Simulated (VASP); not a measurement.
# Si2Mo (I4/mmm) in VASP: a series of runs, part 2 of 2

VASP 6.6.1. The steps go on from the part before.

## 4. Single point, r2SCAN

This run uses another cell than the first one, of 13.37 Å³/atom.

Input file POSCAR:

```
Si2Mo
1.0
   -1.6012334300      1.6012334300      3.9096811200
    1.6012334300     -1.6012334300      3.9096811200
    1.6012334300      1.6012334300     -3.9096811200
Si Mo
2 1
Direct
    0.3353545100      0.3353545100      0.0000000000
    0.6646454900      0.6646454900      0.0000000000
    0.0000000000      0.0000000000      0.0000000000
```

Input file INCAR.step1:

```
SYSTEM = Si2Mo
  PREC = Accurate
  ENCUT = 520
  ISMEAR = -1
  SIGMA = 0.1
  LREAL = .False.
  LASPH = .True.
  NELM = 80
  NBANDS = 18
  GGA = PE
  ALGO = Normal
  EDIFF = 1E-4
  LWAVE = .True.
  LCHARG = .False.
```

Input file INCAR.step2:

```
SYSTEM = Si2Mo
  PREC = Accurate
  ENCUT = 520
  EDIFF = 1E-6
  ISMEAR = -1
  SIGMA = 0.1
  LREAL = .False.
  LASPH = .True.
  NELM = 80
  ALGO = Normal
  ISIF = 2
  LWAVE = .False.
  LCHARG = .False.
  METAGGA = R2SCAN
  LMIXTAU = .True.
  NBANDS = 18
  ISTART = 1
```

Input file KPOINTS:

```
Automatic mesh
0
Gamma
  13 13 13
  0 0 0
```

Potentials or basis: VASP PAW PBE potentials, release 64 (Si, Mo_sv).

On the command line:

```sh
$ cat potpaw_PBE.64/Si/POTCAR potpaw_PBE.64/Mo_sv/POTCAR > POTCAR
$ cp INCAR.step1 INCAR
$ mpirun -np 1 vasp_std > vasp.out
$ cp INCAR.step2 INCAR
$ mpirun -np 1 vasp_std > vasp.out
```

OUTCAR:

```text
SYSTEM = Si2Mo
   PREC = Accurate
   ENCUT = 520
   EDIFF = 1E-6
   ISMEAR = -1
   LREAL = .False.
   LASPH = .True.
   NELM = 80
   ISIF = 2
   METAGGA = R2SCAN
   ISTART = 1

 ion  position               nearest neighbor table
   1  0.335  0.335  0.000-   2 2.57   3 2.60   3 2.60   3 2.60   3 2.60   3 2.62   2 2.63   2 2.63
                             2 2.63   2 2.63
   2  0.665  0.665  0.000-   1 2.57   3 2.60   3 2.60   3 2.60   3 2.60   3 2.62   1 2.63   1 2.63
                             1 2.63   1 2.63
   3  0.000  0.000  0.000-   2 2.60   2 2.60   2 2.60   1 2.60   2 2.60   1 2.60   1 2.60   1 2.60
                             1 2.62   2 2.62

  LATTYP: Found a body centered tetragonal cell.
 ALAT       =     3.2024668600
 C/A-ratio  =     2.4416684331

  Lattice vectors:

 A1 = (  -1.6012334300,   1.6012334300,   3.9096811200)
 A2 = (   1.6012334300,  -1.6012334300,   3.9096811200)
 A3 = (   1.6012334300,   1.6012334300,  -3.9096811200)

Analysis of symmetry for initial positions (statically):
=====================================================================
 Subroutine PRICEL returns:
 Original cell was already a primitive cell.

 Routine SETGRP: Setting up the symmetry group for a
 body centered tetragonal supercell.

 Subroutine GETGRP returns: Found 16 space group operations
 (whereof 16 operations were pure point group operations)
 out of a pool of 16 trial point group operations.

The static configuration has the point symmetry D_4h.

Analysis of symmetry for dynamics (positions and initial velocities):
=====================================================================
 Subroutine PRICEL returns:
 Original cell was already a primitive cell.

 Routine SETGRP: Setting up the symmetry group for a
 body centered tetragonal supercell.

 Subroutine GETGRP returns: Found 16 space group operations
 (whereof 16 operations were pure point group operations)
 out of a pool of 16 trial point group operations.

[... 119 lines left out ...]
   IALGO  =     38    algorithm
   IMIX   =      4    mixing-type and parameters
     AMIX     =   0.40;   BMIX     =  1.00
     AMIX_MAG =   1.60;   BMIX_MAG =  1.00
  volume/ion in A,a.u.               =      13.37        90.20
  Fermi-wavevector in a.u.,A,eV,Ry     =   1.340229  2.532665 24.438954  1.796212
  Thomas-Fermi vector in A             =   2.468558
   LORBIT       =      0    0 simple, 1 ext, 2 COOP (PROOUT), +10 PAW based schemes
   METAGGA = R2SCAN    functional components
   LHFCALC =     F    Hartree Fock is set to
   AEXX    =    0.0000 exact exchange contribution
   IVDW    =     0    specifies the selected vdW correction
   LEPSILON=     F    determine dielectric tensor
   LRPA    =     F    only Hartree local field effects (RPA)
 non-spin polarized calculation
  energy-cutoff  :      520.00
  volume of cell :       40.10
 maximum number of plane-waves:      1098
 NGX is ok and might be reduce to    36
   NGX = 17   NGY = 17   NGZ = 17

 number of electron      22.0000000 magnetization

 Free energy of the ion-electron system (eV)
  ---------------------------------------------------
  ext. energy  EPLUGINS =         0.00000000
  ---------------------------------------------------
  free energy    TOTEN  =       -45.01997398 eV

  energy without entropy =      -45.01201674  energy(sigma->0) =      -45.01599536

 E-fermi :  12.2926     XC(G=0): -13.4028

 val. band max:       12.2904510930   @ k =   0.0769   0.0000  -0.0000
 cond. band min:      12.3036431870   @ k =  -0.0769  -0.1538   0.0769
 fundamental gap:      0.0131920940
 Fermi energy:        12.2925985448

 k-point     1 :       0.0000    0.0000    0.0000
  band No.  band energies     occupation
      1     -50.3222      2.00000
      2     -23.7625      2.00000
      3     -23.6753      2.00000
      4     -23.6753      2.00000
      5      -1.8969      2.00000
      6       5.5151      2.00000
[... 481 lines left out ...]
      5       2.2219      2.00000
      6       2.7535      2.00000
[... 10 lines left out ...]
     17      20.3663      0.00000
     18      21.7691      0.00000

 [... further k-points ...]

------------------------ aborting loop because EDIFF is reached ----------------------------------------

  FORCE on cell =-STRESS in cart. coord.  units (eV):
  Direction    XX          YY          ZZ          XY          YZ          ZX
  --------------------------------------------------------------------------------------
  -------------------------------------------------------------------------------------
  Total        0.0744318      0.0744318      0.0807358      0.0000000     -0.0000000      0.0000000
  in kB        2.9741184      2.9741184      3.2260145      0.0000000     -0.0000000      0.0000000
  external PRESSURE =       3.0580838 kB  Pullay stress =       0.0000000 kB

 VOLUME and BASIS-vectors are now :
 -----------------------------------------------------------------------------
  energy-cutoff  :      520.00
  volume of cell :       40.10
      direct lattice vectors                 reciprocal lattice vectors
    -1.601233430  1.601233430  3.909681120     0.000000000  0.312259281  0.127887668
     1.601233430 -1.601233430  3.909681120     0.312259281  0.000000000  0.127887668
     1.601233430  1.601233430 -3.909681120     0.312259281  0.312259281  0.000000000

 POSITION                                       TOTAL-FORCE (eV/Angst)
 -----------------------------------------------------------------------------------
      0.00000      0.00000      2.62226         0.000000      0.000000     -0.018953
      0.00000      0.00000      5.19710        -0.000000     -0.000000      0.018953
      0.00000      0.00000      0.00000         0.000000      0.000000      0.000000
 -----------------------------------------------------------------------------------
    total drift:                                0.000000     -0.000000      0.000000

  FREE ENERGIE OF THE ION-ELECTRON SYSTEM (eV)
  ---------------------------------------------------
  free  energy   TOTEN  =       -45.0199739840 eV

  energy  without entropy=      -45.0120167369  energy(sigma->0) =      -45.01599536
```

OUTCAR.step1:

```text
SYSTEM = Si2Mo
   PREC = Accurate
   ENCUT = 520
   ISMEAR = -1
   LREAL = .False.
   LASPH = .True.
[... 732 lines left out ...]
      0.00000      0.00000      2.62226        -0.000000     -0.000000     -0.084119
      0.00000      0.00000      5.19710         0.000000      0.000000      0.084119
      0.00000      0.00000      0.00000        -0.000000     -0.000000     -0.000000
 -----------------------------------------------------------------------------------
    total drift:                                0.000000     -0.000000      0.000000

  FREE ENERGIE OF THE ION-ELECTRON SYSTEM (eV)
  ---------------------------------------------------
  free  energy   TOTEN  =       -23.2576257295 eV

  energy  without entropy=      -23.2479132373  energy(sigma->0) =      -23.25276948
```

Wall time 13 min (1 thread of AMD EPYC 7R13 (Zen 3), shared host); peak memory 0.28 GiB.

Results:

| Item | Value |
| --- | --- |
| Free energy | -45.0200 eV |
| Pressure | 0.3 GPa |
| Largest force | 0.019 eV/Å |
| Band gap on the k mesh | zero (bands 11 and 12 overlap by 0.89 eV) |

Forces in eV/Å, atoms in the order of the input:
```
Si   0.000  0.000 -0.019
Si   0.000  0.000  0.019
Mo   0.000  0.000  0.000
```

Caveat: the PAW data sets were made with another functional, which shifts forces and pressure a little.

## 5. Summary

| cell | gap on the mesh (eV) | pressure (GPa) | largest force (eV/Å) |
| --- | --- | --- | --- |
| a = 4.457 Å, angles 138.5, 138.5, 60.2°, 3 atoms, atomic positions A | none | 10.2 | 0.01 |
| a = 4.488 Å, angles 138.5, 138.5, 60.2°, 3 atoms, atomic positions B | none | 5.0 | 0.01 |
| a = 4.518 Å, angles 138.5, 138.5, 60.2°, 3 atoms, atomic positions C | none | 0.3 | 0.02 |

Alike in all rows: task single point; level r2SCAN; potentials or basis VASP PAW PBE potentials, release 64 (Si, Mo_sv); no spin polarisation; k mesh 13 × 13 × 13; cutoff (eV) 520; smearing fermi-dirac 0.1 eV.

Caveats: the PAW data sets were made with another functional, which shifts forces and pressure a little; the cell stands under pressure (at least some runs).

Absolute energies hang on the potentials; compare differences alone.

The gap in the log of VASP goes by the Fermi energy; the results here count the filled bands.